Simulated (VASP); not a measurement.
# TiO (P-62m) in VASP: notebook

Runs on TiO. Level: PBEsol. Tasks: single point.

All numbers are computed with VASP 6.6.1; they aren't measurements. Logs are shortened: lines on timing, memory, paths and dates and some standing lists are left out, and cuts for length are marked.

## (1) The cell of the first run

It takes space group P-62m (No. 189, hexagonal). The conventional cell has a = 4.989 Å, b = 4.989 Å, c = 2.873 Å, α = 90.00°, β = 90.00°, γ = 120.00°. Within 2.8 Å of Ti (site symmetry -6) lie 6 O at 2.10 Å. Ti (site symmetry -62m) has 3 O at 1.97 Å within 2.6 Å. Within 2.6 Å of O (site symmetry m2m) lie 5 Ti at 1.97 to 2.10 Å.

## (2) Single point, PBEsol

File INCAR:

```
PREC     = Accurate       # precision mode
ENCUT    = 520            # plane-wave cutoff, eV
EDIFF    = 1E-7           # SCF threshold, eV
ISMEAR   = 0              # smearing method
SIGMA    = 0.2            # smearing width, eV
LREAL    = False          # projectors in reciprocal space
LASPH    = True           # aspherical terms in the spheres
NELM     = 60             # most SCF steps
ALGO     = Normal         # electronic algorithm
ISIF     = 2              # what is computed and relaxed
LWAVE    = False          # write WAVECAR
LCHARG   = True           # write CHGCAR
GGA      = PS             # functional
LELF     = True           # ELF
LVHAR    = True         
NBANDS   = 36             # bands
```

File KPOINTS:

```
Automatic mesh
0
Gamma
  6 6 6
```

File POSCAR:

```
TiO
1.0
    4.9890877720      0.0000000000      0.0000000000
   -2.4945438860      4.3206767523      0.0000000000
    0.0000000000      0.0000000000      2.8733134400
Ti O
3 3
Direct
    0.6666666667      0.3333333333      0.5000000000
    0.3333333333      0.6666666667      0.5000000000
    0.0000000000      0.0000000000      0.0000000000
    0.6055592400      0.6055592400      0.0000000000
    0.3944407600      0.0000000000      0.0000000000
    0.0000000000      0.3944407600      0.0000000000
```

Potentials or basis: VASP PAW PBE potentials, release 64 (Ti_sv, O).

Run with:

```bash
cat potpaw_PBE.64/Ti_sv/POTCAR potpaw_PBE.64/O/POTCAR > POTCAR
mpirun -np 1 vasp_std > vasp.out
```

OUTCAR:

```text
PREC = Accurate
   ENCUT = 520
   EDIFF = 1E-7
   ISMEAR = 0
   LREAL = False
   LASPH = True
   NELM = 60
   ISIF = 2
   GGA = PS

 ion  position               nearest neighbor table
   1  0.667  0.333  0.500-   6 2.10   6 2.10   5 2.10   5 2.10   4 2.10   4 2.10   2 2.88   2 2.88
                             2 2.88
   2  0.333  0.667  0.500-   5 2.10   5 2.10   6 2.10   6 2.10   4 2.10   4 2.10   1 2.88   1 2.88
                             1 2.88
   3  0.000  0.000  0.000-   5 1.97   4 1.97   6 1.97
   4  0.606  0.606  0.000-   3 1.97   2 2.10   2 2.10   1 2.10   1 2.10
   5  0.394  0.000  0.000-   3 1.97   2 2.10   2 2.10   1 2.10   1 2.10
   6  0.000  0.394  0.000-   3 1.97   1 2.10   1 2.10   2 2.10   2 2.10

  LATTYP: Found a hexagonal cell.
 ALAT       =     4.9890877720
 C/A-ratio  =     0.5759196012

  Lattice vectors:

 A1 = (   4.9890877720,   0.0000000000,   0.0000000000)
 A2 = (  -2.4945438860,   4.3206767523,   0.0000000000)
 A3 = (   0.0000000000,   0.0000000000,   2.8733134400)

Analysis of symmetry for initial positions (statically):
=====================================================================
 Subroutine PRICEL returns:
 Original cell was already a primitive cell.

 Routine SETGRP: Setting up the symmetry group for a
 hexagonal supercell.

 Subroutine GETGRP returns: Found 12 space group operations
 (whereof 12 operations were pure point group operations)
 out of a pool of 24 trial point group operations.

The static configuration has the point symmetry D_3h.

Analysis of symmetry for dynamics (positions and initial velocities):
=====================================================================
 Subroutine PRICEL returns:
 Original cell was already a primitive cell.

 Routine SETGRP: Setting up the symmetry group for a
 hexagonal supercell.

 Subroutine GETGRP returns: Found 12 space group operations
 (whereof 12 operations were pure point group operations)
 out of a pool of 24 trial point group operations.

The dynamic configuration has the point symmetry D_3h.

 Subroutine INISYM returns: Found 12 space group operations
 (whereof 12 operations are pure point group operations),
 and found     1 'primitive' translations

----------------------------------------------------------------------------------------

                                     Primitive cell

  volume of cell :      61.9378

  direct lattice vectors                    reciprocal lattice vectors
     4.989087772  0.000000000  0.000000000     0.200437444  0.115722612  0.000000000
    -2.494543886  4.320676752  0.000000000     0.000000000  0.231445224  0.000000000
     0.000000000  0.000000000  2.873313440     0.000000000  0.000000000  0.348030252

  length of vectors
     4.989087772  4.989087772  2.873313440     0.231445224  0.231445224  0.348030252

  position of ions in fractional coordinates (direct lattice)
     0.666666667  0.333333333  0.500000000
     0.333333333  0.666666667  0.500000000
     0.000000000  0.000000000  0.000000000
     0.605559240  0.605559240  0.000000000
     0.394440760  0.000000000  0.000000000
     0.000000000  0.394440760  0.000000000

  ion indices of the primitive-cell ions
   primitive index   ion index
                 1           1
                 2           2
                 3           3
                 4           4
                 5           5
                 6           6

----------------------------------------------------------------------------------------

 KPOINTS: Automatic mesh

Automatic generation of k-mesh.
 Grid dimensions read from file:
 generate k-points for:    6    6    6

 Generating k-lattice:

  Cartesian coordinates                     Fractional coordinates (reciprocal lattice)
     0.033406241  0.019287102  0.000000000     0.166666667  0.000000000  0.000000000
     0.000000000  0.038574204  0.000000000     0.000000000  0.166666667  0.000000000
     0.000000000  0.000000000  0.058005042     0.000000000  0.000000000  0.166666667

  Length of vectors
     0.038574204  0.038574204  0.058005042

  Shift w.r.t. Gamma in fractional coordinates (k-lattice)
     0.000000000  0.000000000  0.000000000

 Subroutine IBZKPT returns following result:
 ===========================================

 Found     28 irreducible k-points:

 Following reciprocal coordinates:
            Coordinates               Weight
  0.000000  0.000000  0.000000      1.000000
  0.166667  0.000000  0.000000      6.000000
  0.333333  0.000000  0.000000      6.000000
  0.500000  0.000000  0.000000      3.000000
  0.166667  0.166667  0.000000      6.000000
  0.333333  0.166667  0.000000     12.000000
[... 16 lines left out ...]
  0.166667  0.000000  0.500000      6.000000
  0.333333  0.000000  0.500000      6.000000
 [... further k-points ...]
   k-points           NKPTS =     28   k-points in BZ     NKDIM =     28   number of bands    NBANDS=     36
   number of dos      NEDOS =    301   number of ions     NIONS =      6
   total plane-waves  NPLWV =  38400
   dimension x,y,z NGX =    40 NGY =   40 NGZ =   24
   dimension x,y,z NGXF=    80 NGYF=   80 NGZF=   48
   ions per type =               3   3
   NGX,Y,Z   is equivalent  to a cutoff of  13.33, 13.33, 13.89 a.u.
   NGXF,Y,Z  is equivalent  to a cutoff of  26.66, 26.66, 27.77 a.u.
 SYSTEM =  unknown system
   PREC   = accura    normal or accurate (medium, high low for compatibility)
   ISTART =      0    job   : 0-new  1-cont  2-samecut
   ICHARG =      2    charge: 1-file 2-atom 10-const
   ISPIN  =      1    spin polarized calculation?
   LNONCOLLINEAR =      F non collinear calculations
   LSORBIT =      F    spin-orbit coupling
   LASPH  =      T    aspherical Exc in radial PAW
   ENCUT  =  520.0 eV  38.22 Ry    6.18 a.u.   9.28  9.28  5.34*2*pi/ulx,y,z
   NELM   =     60;   NELMIN=  2; NELMDL= -5     # of ELM steps
   EDIFF  = 0.1E-06   stopping-criterion for ELM
   LREAL  =      F    real-space projection
   EDIFFG = 0.1E-05   stopping-criterion for IOM
   NSW    =      0    number of steps for IOM
   IBRION =     -1    ionic relax: 0-MD 1-quasi-New 2-CG
   NFREE  =      0    steps in history (QN), initial steepest desc. (CG)
   ISIF   =      2    stress and relaxation
   ISYM   =      2    0-nonsym 1-usesym 2-fastsym
   POTIM  = 0.5000    time-step for ionic-motion
   TEBEG  =    0.0;   TEEND  =   0.0 temperature during run
   PSTRESS=    0.0 pullay stress
   NELECT =      54.0000    total number of electrons
   NUPDOWN=      -1.0000    fix difference up-down
   EMIN   =  10.00;   EMAX   =-10.00  energy-range for DOS
   EFERMI =   0.00;   METHOD = LEGACY
   ISMEAR =     0;   SIGMA  =   0.20  broadening in eV -4-tet -1-fermi 0-gaus
   EFERMI_NEDOS =   21; number of points for ismear=-14 and -15
   IALGO  =     38    algorithm
   IMIX   =      4    mixing-type and parameters
     AMIX     =   0.40;   BMIX     =  1.00
     AMIX_MAG =   1.60;   BMIX_MAG =  1.00
  volume/ion in A,a.u.               =      10.32        69.66
  Fermi-wavevector in a.u.,A,eV,Ry     =   1.563942  2.955423 33.278709  2.445916
  Thomas-Fermi vector in A             =   2.666639
   LORBIT       =      0    0 simple, 1 ext, 2 COOP (PROOUT), +10 PAW based schemes
   GGA     = PS    functional components
   LHFCALC =     F    Hartree Fock is set to
   AEXX    =    0.0000 exact exchange contribution
   IVDW    =     0    specifies the selected vdW correction
   LEPSILON=     F    determine dielectric tensor
   LRPA    =     F    only Hartree local field effects (RPA)
 non-spin polarized calculation
 Gauss-broadening in eV      SIGMA  =   0.20
  energy-cutoff  :      520.00
  volume of cell :       61.94
 maximum number of plane-waves:      1691
 NGX is ok and might be reduce to    40
   NGX = 19   NGY = 19   NGZ = 11

 number of electron      54.0000004 magnetization

 Free energy of the ion-electron system (eV)
  ---------------------------------------------------
  ext. energy  EPLUGINS =         0.00000000
  ---------------------------------------------------
  free energy    TOTEN  =       -56.85192433 eV

  energy without entropy =      -56.83649212  energy(sigma->0) =      -56.84420823

 E-fermi :  10.5123     XC(G=0): -12.6928

 val. band max:       10.3817214140   @ k =   0.1667   0.1667   0.5000
 cond. band min:      10.5956760331   @ k =   0.1667   0.0000   0.1667
 fundamental gap:      0.2139546191
 Fermi energy:        10.5122879398

 k-point     1 :       0.0000    0.0000    0.0000
  band No.  band energies     occupation
      1     -47.5090      2.00000
      2     -47.4275      2.00000
      3     -46.9641      2.00000
      4     -24.0769      2.00000
      5     -24.0769      2.00000
      6     -23.7810      2.00000
[... 28 lines left out ...]
     35      12.2829      0.00000
     36      12.4694      0.00000

 k-point     2 :       0.1667    0.0000    0.0000
  band No.  band energies     occupation
      1     -47.5040      2.00000
      2     -47.4323      2.00000
      3     -46.9645      2.00000
      4     -24.0975      2.00000
      5     -24.0726      2.00000
      6     -23.7603      2.00000
[... 28 lines left out ...]
     35      12.3569      0.00000
     36      12.8323      0.00000

 k-point     3 :       0.3333    0.0000    0.0000
  band No.  band energies     occupation
      1     -47.4911      2.00000
      2     -47.4445      2.00000
      3     -46.9653      2.00000
      4     -24.1325      2.00000
      5     -24.0331      2.00000
      6     -23.7729      2.00000
[... 28 lines left out ...]
     35      12.5365      0.00000
     36      12.7115      0.00000
[... 742 lines left out ...]
 k-point    23 :       0.1667    0.0000    0.5000
  band No.  band energies     occupation
      1     -47.4436      2.00000
      2     -47.3782      2.00000
      3     -46.9201      2.00000
      4     -24.3728      2.00000
      5     -24.1651      2.00000
      6     -23.9365      2.00000
[... 28 lines left out ...]
     35      12.6635      0.00000
     36      12.7322      0.00000

 k-point    24 :       0.3333    0.0000    0.5000
  band No.  band energies     occupation
      1     -47.4324      2.00000
      2     -47.3896      2.00000
      3     -46.9201      2.00000
      4     -24.3540      2.00000
      5     -24.2025      2.00000
      6     -23.9484      2.00000
[... 28 lines left out ...]
     35      12.9191      0.00000
     36      13.1702      0.00000

 [... further k-points ...]

------------------------ aborting loop because EDIFF is reached ----------------------------------------

  FORCE on cell =-STRESS in cart. coord.  units (eV):
  Direction    XX          YY          ZZ          XY          YZ          ZX
  --------------------------------------------------------------------------------------
  -------------------------------------------------------------------------------------
  Total       -1.7896858     -1.7896858     -2.2307549      0.0000000     -0.0000000      0.0000000
  in kB      -46.2947182    -46.2947182    -57.7040791      0.0000000     -0.0000000      0.0000000
  external PRESSURE =     -50.0978385 kB  Pullay stress =       0.0000000 kB

 VOLUME and BASIS-vectors are now :
 -----------------------------------------------------------------------------
  energy-cutoff  :      520.00
  volume of cell :       61.94
      direct lattice vectors                 reciprocal lattice vectors
     4.989087772  0.000000000  0.000000000     0.200437444  0.115722612  0.000000000
    -2.494543886  4.320676752  0.000000000     0.000000000  0.231445224  0.000000000
     0.000000000  0.000000000  2.873313440     0.000000000  0.000000000  0.348030252

 POSITION                                       TOTAL-FORCE (eV/Angst)
 -----------------------------------------------------------------------------------
      2.49454      1.44023      1.43666        -0.000000      0.000000      0.000000
     -0.00000      2.88045      1.43666        -0.000000     -0.000000      0.000000
      0.00000      0.00000      0.00000        -0.000000      0.000000      0.000000
      1.51059      2.61643      0.00000         0.005189      0.008988      0.000000
      1.96790      0.00000      0.00000        -0.010379      0.000000      0.000000
     -0.98395      1.70425      0.00000         0.005189     -0.008988      0.000000
 -----------------------------------------------------------------------------------
    total drift:                               -0.000001     -0.000002      0.000001

  FREE ENERGIE OF THE ION-ELECTRON SYSTEM (eV)
  ---------------------------------------------------
  free  energy   TOTEN  =       -56.8519243307 eV

  energy  without entropy=      -56.8364921248  energy(sigma->0) =      -56.84420823
```

Run time: 50 s. Hardware: 1 thread of Intel Xeon Platinum 8488C (Sapphire Rapids), shared host; peak memory 0.2 GiB.

What came out:

```
Free energy            : -56.8519 eV
Pressure               : -5.0 GPa
Largest force          : 0.010 eV/Å
Band gap on the k mesh : zero (band 27 reaches 11.15 eV, above the bottom of band 28 at 9.73 eV)
```

Forces on the atoms (eV/Å):
```
Ti   0.000  0.000  0.000
Ti   0.000  0.000  0.000
Ti   0.000  0.000  0.000
O    0.005  0.009  0.000
O   -0.010  0.000  0.000
O    0.005 -0.009  0.000
```

Stress tensor (GPa, compression positive):
```
-4.63  0.00  0.00
 0.00 -4.63  0.00
 0.00  0.00 -5.77
```

Caveat: the k points lie up to 0.36 Å⁻¹ apart; the PAW data sets were made with another functional, which shifts forces and pressure a little; semilocal functionals often make such compounds metallic where correlation or magnetic order opens a gap, which also shifts bond lengths.

## (3) Single point, PBEsol

File INCAR:

```
SYSTEM = TiO
PREC     = Accurate       ! precision mode
ENCUT    = 520            ! plane-wave cutoff, eV
EDIFF    = 1E-7           ! SCF threshold, eV
ISMEAR   = 0              ! smearing method
SIGMA    = 0.4            ! smearing width, eV
LREAL    = .False.        ! projectors in reciprocal space
LASPH    = .True.         ! aspherical terms in the spheres
NELM     = 80             ! most SCF steps
ALGO     = Normal         ! electronic algorithm
ISIF     = 2              ! what is computed and relaxed
LWAVE    = .False.        ! write WAVECAR
LCHARG   = .False.        ! write CHGCAR
GGA      = PS             ! functional
NBANDS   = 36             ! bands
```

File KPOINTS:

```
regular mesh
0
Gamma
  6 6 6
  0 0 0
```

POSCAR is that of step 2.

Potentials or basis: VASP PAW PBE potentials, release 64 (Ti_sv, O).

Run with:

```bash
cat potpaw_PBE.64/Ti_sv/POTCAR potpaw_PBE.64/O/POTCAR > POTCAR
mpirun -np 1 vasp_std > vasp.out
```

Run time: 56 s. Hardware: 1 thread of Intel Xeon Platinum 8488C (Sapphire Rapids), shared host; peak memory 0.2 GiB.

Results (log left out):

| Item | Value |
| --- | --- |
| Free energy | -56.8816 eV |
| Pressure | -4.8 GPa |
| Largest force | 0.031 eV/Å |
| Band gap on the k mesh | zero (band 27 reaches 11.15 eV, above the bottom of band 28 at 9.74 eV) |

Forces on the atoms (eV/Å):
```
Ti   0.000  0.000  0.000
Ti   0.000  0.000  0.000
Ti   0.000  0.000  0.000
O    0.015  0.026  0.000
O   -0.031  0.000  0.000
O    0.015 -0.026  0.000
```

Stress tensor (GPa, compression positive):
```
-4.42  0.00  0.00
 0.00 -4.42  0.00
 0.00  0.00 -5.59
```

Levels at points of the mesh, in eV from the Fermi level:
```csv
k point,band 23,band 24,band 25,band 26,band 27,band 28,band 29,band 30,band 31,band 32
"(0.00, 0.00, 0.00)",-5.74,-5.41,-3.31,-0.72,-0.71,-0.71,0.40,0.40,0.89,0.89
"(0.50, 0.00, 0.00)",-5.89,-5.11,-2.39,-1.96,-1.67,0.47,1.01,1.21,1.47,1.47
"(0.00, 0.00, 0.50)",-5.59,-5.59,-1.85,-1.85,0.70,1.13,1.13,1.28,1.28,1.94
"(0.50, 0.00, 0.50)",-6.30,-5.26,-1.90,-1.31,-0.42,0.60,0.74,1.69,1.72,1.94
```

Caveat: the k points lie up to 0.36 Å⁻¹ apart; the PAW data sets were made with another functional, which shifts forces and pressure a little; semilocal functionals often make such compounds metallic where correlation or magnetic order opens a gap, which also shifts bond lengths.
